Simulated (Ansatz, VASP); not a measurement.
Two plane-wave programs on SrO

Contents of POSCAR:

```
SrO
1.0
    0.0000000000      2.5801476905      2.5801476905
    2.5801476905      0.0000000000      2.5801476905
    2.5801476905      2.5801476905      0.0000000000
Sr O
1 1
Direct
   -0.0279707956     -0.0279707956     -0.0279707956
    0.5000000000      0.5000000000      0.5000000000
```

Contents of INCAR.step1:

```
SYSTEM = SrO
ALGO     = Normal         ! electronic algorithm
EDIFF    = 1E-4           ! SCF threshold, eV
ENCUT    = 520            ! plane-wave cutoff, eV
GGA      = PE             ! functional
ISMEAR   = 0              ! smearing method
LASPH    = .True.         ! aspherical terms in the spheres
LCHARG   = .False.        ! write CHGCAR
LREAL    = .False.        ! projectors in reciprocal space
LWAVE    = .True.         ! write WAVECAR
NBANDS   = 15             ! bands
NELM     = 60             ! most SCF steps
PREC     = Accurate       ! precision mode
SIGMA    = 0.05           ! smearing width, eV
```

Contents of INCAR.step2:

```
SYSTEM = SrO
ALGO     = Normal         ! electronic algorithm
EDIFF    = 1E-6           ! SCF threshold, eV
ENCUT    = 520            ! plane-wave cutoff, eV
ISIF     = 2              ! what is computed and relaxed
ISMEAR   = 0              ! smearing method
ISTART   = 1            
LASPH    = .True.         ! aspherical terms in the spheres
LCHARG   = .True.         ! write CHGCAR
LELF     = .True.         ! ELF
LMIXTAU  = .True.       
LREAL    = .False.        ! projectors in reciprocal space
LVHAR    = .True.       
LWAVE    = .False.        ! write WAVECAR
METAGGA  = R2SCAN         ! meta-GGA
NBANDS   = 15             ! bands
NELM     = 60             ! most SCF steps
PREC     = Accurate       ! precision mode
SIGMA    = 0.05           ! smearing width, eV
```

KPOINTS

```
k-points
0
Gamma
  8 8 8
  0 0 0
```

Input for Ansatz:

```yaml
crystal:
  lattice:
    - [0.0, 2.5801476905, 2.5801476905]
    - [2.5801476905, 0.0, 2.5801476905]
    - [2.5801476905, 2.5801476905, 0.0]
  atoms:
    - { symbol: Sr, position: [-0.0279707956, -0.0279707956, -0.0279707956] }
    - { symbol: O, position: [0.5, 0.5, 0.5] }
basis:
  ecutwfc: 500
kpoints:
  mp_grid: { grid: [8, 8, 8] }
hamiltonian:
  xc: r2scan
scf:
  occupations: { method: gaussian, width: 0.05 }
output:
  forces: true
  stress: true
  eigenvalues: true
```

Change from the starting cell: all Sr atoms moved -0.250 Å, as atom 1 along Cartesian [1 1 1].

Alike in both runs: task single point; functional r2SCAN; k mesh 8 × 8 × 8; occupations gaussian, width 0.05 eV; no spin polarisation.

|  | VASP | Ansatz |
| --- | --- | --- |
| version | VASP 6.6.1 | Ansatz 0.2.0 |
| potentials or method | VASP PAW PBE potentials, release 64 (Sr_sv, O), cutoff 520 eV | scalar-relativistic, plane waves, PAW |
| valence electrons in the cell | 16 | 16 |

```csv
,VASP,Ansatz,Ansatz less VASP
gap on the k mesh at the Fermi level (eV),4.21,4.24,+0.035
least direct gap on the mesh (eV),4.21,4.24,+0.035
pressure (GPa),2.2,1.6,-0.59
"traceless stress, the component that is largest in VASP (GPa)",-0.38,-0.35,+0.030
rms of the force components (eV/Å),0.371,0.350,-0.0212
```

VASP's potentials were made for PBE, not for r2SCAN. Atom by atom the forces differ by 0.021 eV/Å (rms over components).
